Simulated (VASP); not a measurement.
# Sn (P6_3/mmc) in VASP: a series of runs

The runs below take Sn through single point, relaxation of shape and atoms at fixed volume, with PBE.

All numbers are computed with VASP 6.6.1; they aren't measurements. Logs are shortened: lines on timing, memory, paths and dates and some standing lists are left out, and cuts for length are marked.

## (1) The cell of the first run

The structure is hexagonal, space group P6_3/mmc (No. 194). The conventional cell has a = 3.113 Å, b = 3.113 Å, c = 10.112 Å, α = 90.00°, β = 90.00°, γ = 120.00°. Sn (site symmetry -3m) has 12 Sn at 3.10 to 3.11 Å within 4.1 Å. Within 4.1 Å of Sn (site symmetry -6m2) lie 12 Sn at 3.10 to 3.11 Å.

## (2) Single point, PBE

File INCAR:

```
ALGO = Normal
EDIFF = 1E-6
ENCUT = 520
GGA = PE
ISIF = 2
ISMEAR = -1
LASPH = T
LCHARG = T
LELF = T
LREAL = F
LVHAR = T
LWAVE = F
NBANDS = 36
NELM = 100
PREC = Accurate
SIGMA = 0.1
```

File KPOINTS:

```
k-points
0
Gamma
  12 12 3
```

File POSCAR:

```
Sn
1.0
    3.1128505693      0.0000000000      0.0000000000
   -1.5564252847      2.6958076712      0.0000000000
    0.0000000000      0.0000000000     10.1123628275
Sn
4
Direct
    0.0000000000      0.0000000000      0.0000000000
    0.0000000000      0.0000000000      0.5000000000
    0.3333333333      0.6666666667      0.2500000000
    0.6666666667      0.3333333333      0.7500000000
```

Potentials or basis: VASP PAW PBE potentials, release 64 (Sn_d).

Command:

```bash
$ cat potpaw_PBE.64/Sn_d/POTCAR > POTCAR
$ mpirun -np 1 vasp_std > vasp.out
```

OUTCAR:

```text
EDIFF = 1E-6
   ENCUT = 520
   GGA = PE
   ISIF = 2
   ISMEAR = -1
   LASPH = T
   LREAL = F
   NELM = 100
   PREC = Accurate

 ion  position               nearest neighbor table
   1  0.000  0.000  0.000-   3 3.10   4 3.10   4 3.10   3 3.10   4 3.10   3 3.10
   2  0.000  0.000  0.500-   3 3.10   4 3.10   4 3.10   3 3.10   4 3.10   3 3.10
   3  0.333  0.667  0.250-   1 3.10   2 3.10   1 3.10   2 3.10   1 3.10   2 3.10
   4  0.667  0.333  0.750-   1 3.10   2 3.10   1 3.10   2 3.10   1 3.10   2 3.10

  LATTYP: Found a hexagonal cell.
 ALAT       =     3.1128505693
 C/A-ratio  =     3.2485860154

  Lattice vectors:

 A1 = (   3.1128505693,   0.0000000000,   0.0000000000)
 A2 = (  -1.5564252847,   2.6958076712,   0.0000000000)
 A3 = (   0.0000000000,   0.0000000000,  10.1123628275)

Analysis of symmetry for initial positions (statically):
=====================================================================
 Subroutine PRICEL returns:
 Original cell was already a primitive cell.

 Routine SETGRP: Setting up the symmetry group for a
 hexagonal supercell.

 Subroutine GETGRP returns: Found 24 space group operations
 (whereof 12 operations were pure point group operations)
 out of a pool of 24 trial point group operations.

The static configuration has the point symmetry D_3d.
 The point group associated with its full space group is D_6h.

Analysis of symmetry for dynamics (positions and initial velocities):
=====================================================================
 Subroutine PRICEL returns:
 Original cell was already a primitive cell.

 Routine SETGRP: Setting up the symmetry group for a
 hexagonal supercell.

 Subroutine GETGRP returns: Found 24 space group operations
 (whereof 12 operations were pure point group operations)
 out of a pool of 24 trial point group operations.

The dynamic configuration has the point symmetry D_3d.
 The point group associated with its full space group is D_6h.

 Subroutine INISYM returns: Found 24 space group operations
 (whereof 12 operations are pure point group operations),
 and found     1 'primitive' translations

----------------------------------------------------------------------------------------

                                     Primitive cell

  volume of cell :      84.8594

  direct lattice vectors                    reciprocal lattice vectors
     3.112850569  0.000000000  0.000000000     0.321248957  0.185473172  0.000000000
    -1.556425285  2.695807671  0.000000000     0.000000000  0.370946344  0.000000000
     0.000000000  0.000000000 10.112362828     0.000000000  0.000000000  0.098888857

  length of vectors
     3.112850569  3.112850569 10.112362828     0.370946344  0.370946344  0.098888857

  position of ions in fractional coordinates (direct lattice)
     0.000000000  0.000000000  0.000000000
     0.000000000  0.000000000  0.500000000
     0.333333333  0.666666667  0.250000000
     0.666666667  0.333333333  0.750000000

  ion indices of the primitive-cell ions
   primitive index   ion index
                 1           1
                 2           2
                 3           3
                 4           4

----------------------------------------------------------------------------------------

 KPOINTS: k-points

Automatic generation of k-mesh.
 Grid dimensions read from file:
 generate k-points for:   12   12    3

 Generating k-lattice:

  Cartesian coordinates                     Fractional coordinates (reciprocal lattice)
     0.026770746  0.015456098  0.000000000     0.083333333  0.000000000  0.000000000
     0.000000000  0.030912195  0.000000000     0.000000000  0.083333333  0.000000000
     0.000000000  0.000000000  0.032962952     0.000000000  0.000000000  0.333333333

  Length of vectors
     0.030912195  0.030912195  0.032962952

  Shift w.r.t. Gamma in fractional coordinates (k-lattice)
     0.000000000  0.000000000  0.000000000

 Subroutine IBZKPT returns following result:
 ===========================================

 Found     38 irreducible k-points:

 Following reciprocal coordinates:
            Coordinates               Weight
  0.000000  0.000000  0.000000      1.000000
  0.083333 -0.000000  0.000000      6.000000
  0.166667 -0.000000  0.000000      6.000000
  0.250000  0.000000  0.000000      6.000000
  0.333333  0.000000  0.000000      6.000000
  0.416667  0.000000  0.000000      6.000000
[... 16 lines left out ...]
  0.250000  0.000000  0.333333     12.000000
  0.333333  0.000000  0.333333     12.000000
 [... further k-points ...]
   k-points           NKPTS =     38   k-points in BZ     NKDIM =     38   number of bands    NBANDS=     36
   number of dos      NEDOS =    301   number of ions     NIONS =      4
   total plane-waves  NPLWV =  46080
   dimension x,y,z NGX =    24 NGY =   24 NGZ =   80
   dimension x,y,z NGXF=    48 NGYF=   48 NGZF=  160
   ions per type =               4
   NGX,Y,Z   is equivalent  to a cutoff of  12.82, 12.82, 13.15 a.u.
   NGXF,Y,Z  is equivalent  to a cutoff of  25.64, 25.64, 26.30 a.u.
 SYSTEM =  unknown system
   PREC   = accura    normal or accurate (medium, high low for compatibility)
   ISTART =      0    job   : 0-new  1-cont  2-samecut
   ICHARG =      2    charge: 1-file 2-atom 10-const
   ISPIN  =      1    spin polarized calculation?
   LNONCOLLINEAR =      F non collinear calculations
   LSORBIT =      F    spin-orbit coupling
   LASPH  =      T    aspherical Exc in radial PAW
   ENCUT  =  520.0 eV  38.22 Ry    6.18 a.u.   5.79  5.79 18.80*2*pi/ulx,y,z
   NELM   =    100;   NELMIN=  2; NELMDL= -5     # of ELM steps
   EDIFF  = 0.1E-05   stopping-criterion for ELM
   LREAL  =      F    real-space projection
   EDIFFG = 0.1E-04   stopping-criterion for IOM
   NSW    =      0    number of steps for IOM
   IBRION =     -1    ionic relax: 0-MD 1-quasi-New 2-CG
   NFREE  =      0    steps in history (QN), initial steepest desc. (CG)
   ISIF   =      2    stress and relaxation
   ISYM   =      2    0-nonsym 1-usesym 2-fastsym
   POTIM  = 0.5000    time-step for ionic-motion
   TEBEG  =    0.0;   TEEND  =   0.0 temperature during run
   PSTRESS=    0.0 pullay stress
   NELECT =      56.0000    total number of electrons
   NUPDOWN=      -1.0000    fix difference up-down
   EMIN   =  10.00;   EMAX   =-10.00  energy-range for DOS
   EFERMI =   0.00;   METHOD = LEGACY
   ISMEAR =    -1;   SIGMA  =   0.10  broadening in eV -4-tet -1-fermi 0-gaus
   EFERMI_NEDOS =   21; number of points for ismear=-14 and -15
   IALGO  =     38    algorithm
   IMIX   =      4    mixing-type and parameters
     AMIX     =   0.40;   BMIX     =  1.00
     AMIX_MAG =   1.60;   BMIX_MAG =  1.00
  volume/ion in A,a.u.               =      21.21       143.16
  Fermi-wavevector in a.u.,A,eV,Ry     =   1.425293  2.693414 27.639703  2.031461
  Thomas-Fermi vector in A             =   2.545693
   LORBIT       =      0    0 simple, 1 ext, 2 COOP (PROOUT), +10 PAW based schemes
   GGA     = PE    functional components
   LHFCALC =     F    Hartree Fock is set to
   AEXX    =    0.0000 exact exchange contribution
   IVDW    =     0    specifies the selected vdW correction
   LEPSILON=     F    determine dielectric tensor
   LRPA    =     F    only Hartree local field effects (RPA)
 non-spin polarized calculation
  energy-cutoff  :      520.00
  volume of cell :       84.86
 maximum number of plane-waves:      2306
 NGX is ok and might be reduce to    24
   NGX = 11   NGY = 11   NGZ = 37

 number of electron      56.0000025 magnetization

 Free energy of the ion-electron system (eV)
  ---------------------------------------------------
  ext. energy  EPLUGINS =         0.00000000
  ---------------------------------------------------
  free energy    TOTEN  =       -13.58759349 eV

  energy without entropy =      -13.52491801  energy(sigma->0) =      -13.55625575

 E-fermi :  11.4946     XC(G=0): -11.5836

 val. band max:       11.4846112851   @ k =   0.1667   0.1667   0.3333
 cond. band min:      11.4987884396   @ k =   0.3333   0.2500   0.0000
 fundamental gap:      0.0141771545
 Fermi energy:        11.4946150421

 k-point     1 :       0.0000    0.0000    0.0000
  band No.  band energies     occupation
      1     -10.3162      2.00000
      2     -10.3026      2.00000
      3     -10.2747      2.00000
      4     -10.2747      2.00000
      5     -10.2648      2.00000
      6     -10.2648      2.00000
[... 28 lines left out ...]
     35      21.1387      0.00000
     36      21.5930      0.00000

 k-point     2 :       0.0833   -0.0000    0.0000
  band No.  band energies     occupation
      1     -10.3088      2.00000
      2     -10.3060      2.00000
      3     -10.2747      2.00000
      4     -10.2717      2.00000
      5     -10.2690      2.00000
      6     -10.2565      2.00000
[... 28 lines left out ...]
     35      20.9612      0.00000
     36      20.9932      0.00000

 k-point     3 :       0.1667   -0.0000    0.0000
  band No.  band energies     occupation
      1     -10.3363      2.00000
      2     -10.3134      2.00000
      3     -10.2927      2.00000
      4     -10.2667      2.00000
      5     -10.2471      2.00000
      6     -10.2444      2.00000
[... 28 lines left out ...]
     35      19.8759      0.00000
     36      19.8769      0.00000
[... 742 lines left out ...]
 k-point    23 :       0.2500    0.0000    0.3333
  band No.  band energies     occupation
      1     -10.3742      2.00000
      2     -10.3571      2.00000
      3     -10.2984      2.00000
      4     -10.2722      2.00000
      5     -10.2490      2.00000
      6     -10.2327      2.00000
[... 28 lines left out ...]
     35      18.5249      0.00000
     36      19.0921      0.00000

 k-point    24 :       0.3333    0.0000    0.3333
  band No.  band energies     occupation
      1     -10.4123      2.00000
      2     -10.3885      2.00000
      3     -10.3210      2.00000
      4     -10.2917      2.00000
      5     -10.2828      2.00000
      6     -10.2553      2.00000
[... 28 lines left out ...]
     35      17.6501      0.00000
     36      18.3499      0.00000

 [... further k-points ...]

------------------------ aborting loop because EDIFF is reached ----------------------------------------

  FORCE on cell =-STRESS in cart. coord.  units (eV):
  Direction    XX          YY          ZZ          XY          YZ          ZX
  --------------------------------------------------------------------------------------
  -------------------------------------------------------------------------------------
  Total       13.0089655     13.0089655     12.9285889     -0.0000000      0.0000000      0.0000000
  in kB      245.6142290    245.6142290    244.0966891     -0.0000000      0.0000000      0.0000000
  external PRESSURE =     245.1083823 kB  Pullay stress =       0.0000000 kB

 VOLUME and BASIS-vectors are now :
 -----------------------------------------------------------------------------
  energy-cutoff  :      520.00
  volume of cell :       84.86
      direct lattice vectors                 reciprocal lattice vectors
     3.112850569  0.000000000  0.000000000     0.321248957  0.185473172  0.000000000
    -1.556425285  2.695807671  0.000000000     0.000000000  0.370946344  0.000000000
     0.000000000  0.000000000 10.112362828     0.000000000  0.000000000  0.098888857

 POSITION                                       TOTAL-FORCE (eV/Angst)
 -----------------------------------------------------------------------------------
      0.00000      0.00000      0.00000         0.000000     -0.000000      0.000000
      0.00000      0.00000      5.05618         0.000000     -0.000000      0.000000
     -0.00000      1.79721      2.52809        -0.000000     -0.000000     -0.000000
      1.55643      0.89860      7.58427        -0.000000      0.000000      0.000000
 -----------------------------------------------------------------------------------
    total drift:                               -0.000000      0.000000     -0.000000

  FREE ENERGIE OF THE ION-ELECTRON SYSTEM (eV)
  ---------------------------------------------------
  free  energy   TOTEN  =       -13.5875934935 eV

  energy  without entropy=      -13.5249180137  energy(sigma->0) =      -13.55625575
```

Wall time 62 s (1 thread of Intel Xeon Platinum 8488C (Sapphire Rapids), shared host); peak memory 0.24 GiB.

What came out:

| Item | Value |
| --- | --- |
| Free energy | -13.5876 eV |
| Pressure | 24.5 GPa |
| Band gap on the k mesh | zero (band 28 reaches 18.89 eV, above the bottom of band 29 at 8.15 eV) |

Caveat: spin-orbit coupling is left out, which moves the levels of the heavy elements.

(Continued in part 2 of 2.)
